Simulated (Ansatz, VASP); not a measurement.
# Two plane-wave programs on Zr2Br

```xyz
3
Lattice="0.0000 3.2718 3.2718 3.2718 0.0000 3.2718 3.2718 3.2718 0.0000" Properties=species:S:1:pos:R:3 pbc="T T T"
Zr    4.9077    4.9077    4.9077
Zr    1.6359    1.6359    1.6359
Br    0.0000    0.0000    0.0000
```

Change from the starting cell: species swapped into the Ca2Pb type (Fm-3m, No. 225).

Alike in both runs: task relaxation of cell and atoms; functional PBE; k mesh 12 × 12 × 12; occupations gaussian, width 0.1 eV; no spin polarisation.

|  | VASP | Ansatz |
| --- | --- | --- |
| version | VASP 6.6.1 | Ansatz 0.2.0 |
| potentials or method | VASP PAW PBE potentials, release 64 (Zr_sv, Br), cutoff 600 eV | scalar-relativistic, plane waves, PAW |
| valence electrons in the cell | 31 | 31 |

```tsv
	VASP	Ansatz	Ansatz less VASP
gap on the k mesh at the Fermi level, each at its own relaxed structure (eV)	none	none	-
relaxed volume (Å³/atom)	22.86	22.84	-0.020
relaxed cell length with the largest relative difference (Å)	4.595	4.593	-0.0014
```

A gap of «none» marks a metal or a gap that the smearing closes.
